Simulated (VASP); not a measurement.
# ZnSe (Stilleite) (F-43m) in VASP: settings compared, part 3 of 3

VASP 6.6.1. Earlier steps stand in the parts before.

### 6 Relaxation of cell and atoms, revPBE+D3(BJ)

This run uses another cell than the first one, of 22.76 Å³/atom, 1.021 times its volume.

INCAR

```
SYSTEM = ZnSe
ALGO = Normal
EDIFF = 1E-7
EDIFFG = -0.01
ENCUT = 500
GGA = RE
GGA_COMPAT = .FALSE.
IBRION = 2
ISIF = 3
ISMEAR = 0
IVDW = 12
LASPH = .TRUE.
LCHARG = .FALSE.
LREAL = .FALSE.
LWAVE = .FALSE.
NELM = 120
NELMIN = 4
NSW = 80
PREC = Accurate
SIGMA = 0.01
```

KPOINTS

```
k-points
0
G
  6 6 6
  0 0 0
```

POSCAR

```
ZnSe
1.0
    0.0000000000      2.8338000000      2.8338000000
    2.8338000000      0.0000000000      2.8338000000
    2.8338000000      2.8338000000      0.0000000000
Zn Se
1 1
Direct
    0.0000000000      0.0000000000      0.0000000000
    0.2500000000      0.2500000000      0.2500000000
```

Potentials or basis: VASP PAW PBE potentials, release 64 (Zn, Se).

On the command line:

```sh
cat potpaw_PBE.64/Zn/POTCAR potpaw_PBE.64/Se/POTCAR > POTCAR
mpirun -np 1 vasp_std > vasp.out
```

OUTCAR:

```text
SYSTEM = ZnSe
   EDIFF = 1E-7
   EDIFFG = -0.01
   ENCUT = 500
   GGA = RE
   IBRION = 2
   ISIF = 3
   ISMEAR = 0
   IVDW = 12
   LASPH = .TRUE.
   LREAL = .FALSE.
   NELM = 120
   NELMIN = 4
   NSW = 80
   PREC = Accurate
 IVDW          = 12

 ion  position               nearest neighbor table
   1  0.000  0.000  0.000-   2 2.45   2 2.45   2 2.45   2 2.45
   2  0.250  0.250  0.250-   1 2.45   1 2.45   1 2.45   1 2.45

  LATTYP: Found a face centered cubic cell.
 ALAT       =     5.6676000000

  Lattice vectors:

 A1 = (   0.0000000000,   2.8338000000,   2.8338000000)
 A2 = (   2.8338000000,   0.0000000000,   2.8338000000)
 A3 = (   2.8338000000,   2.8338000000,   0.0000000000)

Analysis of symmetry for initial positions (statically):
=====================================================================
 Subroutine PRICEL returns:
 Original cell was already a primitive cell.

 Routine SETGRP: Setting up the symmetry group for a
 face centered cubic supercell.

 Subroutine GETGRP returns: Found 24 space group operations
 (whereof 24 operations were pure point group operations)
 out of a pool of 48 trial point group operations.

The static configuration has the point symmetry T_d .

Analysis of symmetry for dynamics (positions and initial velocities):
=====================================================================
 Subroutine PRICEL returns:
 Original cell was already a primitive cell.

 Routine SETGRP: Setting up the symmetry group for a
 face centered cubic supercell.

 Subroutine GETGRP returns: Found 24 space group operations
 (whereof 24 operations were pure point group operations)
 out of a pool of 48 trial point group operations.

The dynamic configuration has the point symmetry T_d .

 Subroutine INISYM returns: Found 24 space group operations
 (whereof 24 operations are pure point group operations),
 and found     1 'primitive' translations

[... 83 lines left out ...]
   ENCUT  =  500.0 eV  36.75 Ry    6.06 a.u.   7.31  7.31  7.31*2*pi/ulx,y,z
   NELM   =    120;   NELMIN=  4; NELMDL= -5     # of ELM steps
   EDIFF  = 0.1E-06   stopping-criterion for ELM
   LREAL  =      F    real-space projection
   EDIFFG = -.1E-01   stopping-criterion for IOM
   NSW    =     80    number of steps for IOM
   IBRION =      2    ionic relax: 0-MD 1-quasi-New 2-CG
   NFREE  =      1    steps in history (QN), initial steepest desc. (CG)
   ISIF   =      3    stress and relaxation
   ISYM   =      2    0-nonsym 1-usesym 2-fastsym
   POTIM  = 0.5000    time-step for ionic-motion
   TEBEG  =    0.0;   TEEND  =   0.0 temperature during run
   PSTRESS=    0.0 pullay stress
   NELECT =      18.0000    total number of electrons
   NUPDOWN=      -1.0000    fix difference up-down
   EMIN   =  10.00;   EMAX   =-10.00  energy-range for DOS
   EFERMI =   0.00;   METHOD = LEGACY
   ISMEAR =     0;   SIGMA  =   0.01  broadening in eV -4-tet -1-fermi 0-gaus
   EFERMI_NEDOS =   21; number of points for ismear=-14 and -15
   IALGO  =     38    algorithm
   IMIX   =      4    mixing-type and parameters
     AMIX     =   0.40;   BMIX     =  1.00
     AMIX_MAG =   1.60;   BMIX_MAG =  1.00
  volume/ion in A,a.u.               =      22.76       153.57
  Fermi-wavevector in a.u.,A,eV,Ry     =   1.201673  2.270834 19.647073  1.444019
  Thomas-Fermi vector in A             =   2.337476
   LORBIT       =      0    0 simple, 1 ext, 2 COOP (PROOUT), +10 PAW based schemes
   GGA     = RE    functional components
   LHFCALC =     F    Hartree Fock is set to
   AEXX    =    0.0000 exact exchange contribution
   IVDW    =    12    specifies the selected vdW correction
   LEPSILON=     F    determine dielectric tensor
   LRPA    =     F    only Hartree local field effects (RPA)
 conjugate gradient relaxation of ions
 non-spin polarized calculation
 Gauss-broadening in eV      SIGMA  =   0.01
  energy-cutoff  :      500.00
  volume of cell :       45.51
 maximum number of plane-waves:      1173
 NGX is ok and might be reduce to    30
   NGX = 15   NGY = 15   NGZ = 15

--------------------------------------- Ionic step        1  -------------------------------------------

 number of electron      18.0000012 magnetization

 Free energy of the ion-electron system (eV)
  ---------------------------------------------------
  ext. energy  EPLUGINS =         0.00000000
  ---------------------------------------------------
  free energy    TOTEN  =        -5.43285781 eV

  energy without entropy =       -5.43285781  energy(sigma->0) =       -5.43285781

------------------------ aborting loop because EDIFF is reached ----------------------------------------

 Edisp (eV)   -1.25320

 E8    (eV) :    -0.8623
[... 71 lines left out ...]
--------------------------------------- Ionic step        3  -------------------------------------------

 number of electron      17.9999998 magnetization

 Free energy of the ion-electron system (eV)
  ---------------------------------------------------
  ext. energy  EPLUGINS =         0.00000000
  ---------------------------------------------------
  free energy    TOTEN  =        -5.41055966 eV

  energy without entropy =       -5.41055966  energy(sigma->0) =       -5.41055966

 E-fermi :   1.9149     XC(G=0):  -9.2493

 val. band max:        1.8498097282   @ k =   0.0000   0.0000   0.0000
 cond. band min:       3.3269342906   @ k =   0.0000   0.0000   0.0000
 fundamental gap:      1.4771245624
 Fermi energy:         1.9148791826

 k-point     1 :       0.0000    0.0000    0.0000
  band No.  band energies     occupation
      1     -11.4930      2.00000
      2      -4.7321      2.00000
      3      -4.7321      2.00000
      4      -4.7321      2.00000
      5      -4.3443      2.00000
      6      -4.3443      2.00000
      7       1.8498      2.00000
      8       1.8498      2.00000
      9       1.8498      2.00000
     10       3.3269      0.00000
     11       7.6810      0.00000
     12       7.6810      0.00000
     13       7.6810      0.00000
[... 271 lines left out ...]
  FREE ENERGIE OF THE ION-ELECTRON SYSTEM (eV)
  ---------------------------------------------------
  free  energy   TOTEN  =        -6.6887250137 eV

  energy  without entropy=       -6.6887250137  energy(sigma->0) =       -6.68872501

 reached required accuracy - stopping structural energy minimisation
```

Wall time 53 s (1 thread of Intel Xeon 8259CL, shared host); peak memory 0.18 GiB.

What came out:

```yaml
Free_energy: -6.6887 eV
Relaxed_volume: 22.37 Å³/atom
Relaxed_cell: a = 3.985 Å, b = 3.985 Å, c = 3.985 Å, α = 60.00°, β = 60.00°, γ = 60.00°
Space_group_after_relaxing_to_0.05_Å: F-43m (No. 216)
Energy_gained_by_relaxing: 1.3 meV/atom
Ionic_steps: 3
Pressure_after_relaxing: 0.0 GPa
Band_gap_on_the_k_mesh: 1.48 eV, direct
Dispersion_energy_per_atom: -0.639 eV
```

Step by step:
| step | energy change (eV) | largest force (eV/Å) | pressure (GPa) | volume (Å³) |
| --- | --- | --- | --- | --- |
| 1 | 0.0000 | 0.0000 | -1.08 | 45.51 |
| 2 | -0.0024 | 0.0000 | 0.34 | 44.51 |
| 3 | -0.0027 | 0.0000 | 0.01 | 44.74 |

Final structure:
```xyz
2
Lattice="0.0000 2.8176 2.8176 2.8176 0.0000 2.8176 2.8176 2.8176 0.0000" Properties=species:S:1:pos:R:3 pbc="T T T"
Zn    0.0000    0.0000    0.0000
Se    1.4088    1.4088    1.4088
```

Levels at points of the mesh, in eV from the valence-band top:
| k point | band 6 | band 7 | band 8 | band 9 | band 10 | band 11 | band 12 | band 13 |
| --- | --- | --- | --- | --- | --- | --- | --- | --- |
| (0.00, 0.00, 0.00) | -6.19 | 0.00 | 0.00 | 0.00 | 1.48 | 5.83 | 5.83 | 5.83 |
| (0.50, 0.00, 0.00) | -6.03 | -5.31 | -0.89 | -0.89 | 2.66 | 6.42 | 6.42 | 8.77 |
| (0.50, 0.50, 0.00) | -6.01 | -4.80 | -2.24 | -2.24 | 3.04 | 3.53 | 10.99 | 11.43 |

Caveat: the PAW data sets were made with another functional, which shifts forces and pressure a little. revPBE gaps usually lie below the measured ones, often by a third to a half.

### 7 Relaxation of cell and atoms, PBEsol

This run uses another cell than the first one, of 22.76 Å³/atom, 1.021 times its volume.

INCAR

```
PREC     = Accurate       # precision mode
ENCUT    = 500            # plane-wave cutoff, eV
EDIFF    = 1E-7           # SCF threshold, eV
ISMEAR   = 0              # smearing method
SIGMA    = 0.01           # smearing width, eV
LREAL    = False          # projectors in reciprocal space
LASPH    = True           # aspherical terms in the spheres
NELM     = 120            # most SCF steps
ALGO     = Normal         # electronic algorithm
ISIF     = 3              # what is computed and relaxed
LWAVE    = False          # write WAVECAR
LCHARG   = False          # write CHGCAR
GGA      = PS             # functional
IBRION   = 2              # ionic algorithm
NSW      = 80             # ionic steps
EDIFFG   = -0.01          # ionic threshold
GGA_COMPAT= False        
NELMIN   = 4
```

KPOINTS

```
Automatic mesh
0
Gamma
  6 6 6
```

POSCAR is that of step 6.

On the command line:

```sh
cat potpaw_PBE.64/Zn/POTCAR potpaw_PBE.64/Se/POTCAR > POTCAR
mpirun -np 1 vasp_std > vasp.out
```

Wall time 50 s (1 thread of Intel Xeon 8259CL, shared host); peak memory 0.17 GiB.

Results (log left out):

| Quantity | Value |
| --- | --- |
| Free energy | -6.7674 eV |
| Relaxed volume | 22.45 Å³/atom |
| Relaxed cell | a = 3.989 Å, b = 3.989 Å, c = 3.989 Å, α = 60.00°, β = 60.00°, γ = 60.00° |
| Space group after relaxing (to 0.05 Å) | F-43m (No. 216) |
| Energy gained by relaxing | 0.8 meV/atom |
| Ionic steps | 3 |
| Pressure after relaxing | 0.0 GPa |
| Band gap on the k mesh | 1.22 eV, direct |

The path:
```
step  energy change (eV)  largest force (eV/Å)  pressure (GPa)  volume (Å³)
   1              0.0000                0.0000           -0.86        45.51
   2             -0.0015                0.0000            0.28        44.71
   3             -0.0017                0.0000            0.00        44.90
```

Final structure:
```xyz
2
Lattice="0.0000 2.8210 2.8210 2.8210 0.0000 2.8210 2.8210 2.8210 0.0000" Properties=species:S:1:pos:R:3 pbc="T T T"
Zn    0.0000    0.0000    0.0000
Se    1.4105    1.4105    1.4105
```

Levels at points of the mesh, in eV from the valence-band top:
```
           k point  band 5  band 6  band 7  band 8  band 9  band 10  band 11  band 12  band 13
(0.00, 0.00, 0.00)   -6.23   -6.23    0.00    0.00    0.00     1.22     5.72     5.72     5.72
(0.50, 0.00, 0.00)   -6.21   -6.06   -5.37   -0.90   -0.90     2.47     6.30     6.30     8.44
(0.50, 0.50, 0.00)   -6.18   -6.04   -4.85   -2.26   -2.26     2.80     3.37    10.71    11.26
```

Caveat: the PAW data sets were made with another functional, which shifts forces and pressure a little. PBEsol gaps usually lie below the measured ones, often by a third to a half.

### 8 Summary

```tsv
task	level	cell	gap on the mesh (eV)	pressure (GPa)	relaxed volume (Å³/atom)
single point	revPBE+D3(BJ)	a = 3.979 Å, angles 60.0°, 2 atoms	1.49	0.3	-
single point	PBEsol	a = 3.984 Å, angles 60.0°, 2 atoms	1.24	0.3	-
single point	PBE	a = 4.053 Å, angles 60.0°, 2 atoms	1.15	0.2	-
relaxation of cell and atoms	PBE	relaxed from a = 4.008 Å, angles 60.0°, 2 atoms	1.14	0.0	23.63
relaxation of cell and atoms	revPBE+D3(BJ)	relaxed from a = 4.008 Å, angles 60.0°, 2 atoms	1.48	0.0	22.37
relaxation of cell and atoms	PBEsol	relaxed from a = 4.008 Å, angles 60.0°, 2 atoms	1.22	0.0	22.45
```

Alike in all rows: potentials or basis VASP PAW PBE potentials, release 64 (Zn, Se); no spin polarisation; k mesh 6 × 6 × 6; cutoff (eV) 500; smearing gaussian 0.01 eV.

Caveats: the PAW data sets were made with another functional, which shifts forces and pressure a little (some runs).

Total energies depend on the potentials used, so only differences within one code and one set of settings carry meaning.

### 9 Comparison with measurements

Step 2. A measured gap of ZnSe is 2.695 eV (an exciton energy, a little under the gap; 300 K; “Alloy Disordering Effects on the Thermal Conductivity and Energy Gap Temperature Dependence of Cd1−xZnxSe Ternary Crystals Grown by the Bridgman Method”, 2023, pmc:10253836); the calculated 1.49 eV misses it by -1.20 eV. Spin-orbit coupling on Se is left out. The value is that of revPBE+D3(BJ), without temperature or zero-point motion. Semilocal functionals fall short of measured gaps as a rule.

Step 3. Measured gap of ZnSe: 2.695 eV (an exciton energy, a little under the gap; 300 K; “Alloy Disordering Effects on the Thermal Conductivity and Energy Gap Temperature Dependence of Cd1−xZnxSe Ternary Crystals Grown by the Bridgman Method”, 2023, pmc:10253836). This calculation gives 1.24 eV (-1.45 eV). So large a miss can be the level of theory's own, or it may mean another phase, state or a wrong row. Spin-orbit coupling on Se is left out. The value is that of PBEsol, without temperature or zero-point motion. Semilocal functionals fall short of measured gaps as a rule.

Step 4. A measured gap of ZnSe is 2.695 eV (an exciton energy, a little under the gap; 300 K; “Alloy Disordering Effects on the Thermal Conductivity and Energy Gap Temperature Dependence of Cd1−xZnxSe Ternary Crystals Grown by the Bridgman Method”, 2023, pmc:10253836); the calculated 1.15 eV misses it by -1.54 eV. So large a miss can be the level of theory's own, or it may mean another phase, state or a wrong row. Spin-orbit coupling on Se is left out. The value is that of PBE, without temperature or zero-point motion. Semilocal functionals fall short of measured gaps as a rule.
